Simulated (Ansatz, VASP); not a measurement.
**BiTe: VASP beside Ansatz**

```
Bi Te
1.0
     0.00000    3.23500    3.23500
     3.23500    0.00000    3.23500
     3.23500    3.23500    0.00000
Bi Te
1 1
Direct
  0.00000 0.00000 0.00000
  0.50000 0.50000 0.50000
```

Alike in both runs: task electric field gradients; functional PBEsol; k mesh 10 × 10 × 10; occupations fermi-dirac, width 0.03 eV; no spin polarisation.

|  | VASP | Ansatz |
| --- | --- | --- |
| version | VASP 6.6.1 | Ansatz 0.2.0 |
| potentials or method | VASP PAW PBE potentials, release 64 (Bi_d, Te) | PAW with Ansatz's default frozen-core files, scalar-relativistic |
| plane-wave cutoff (eV) | 520 | 420 |
| valence electrons in the cell | 21 | 31 |

```csv
,VASP,Ansatz,Ansatz less VASP
pressure (GPa),-1.7,-1.7,+0.02
```

VASP's potentials were made for PBE, not for PBEsol. The functional is the same, so the differences come from potentials, cutoffs and numerics. VASP's potentials hold 21 valence electrons a cell and Ansatz's 31, so a difference there can come from the potentials and not from the codes.

Spin-orbit coupling is off throughout.
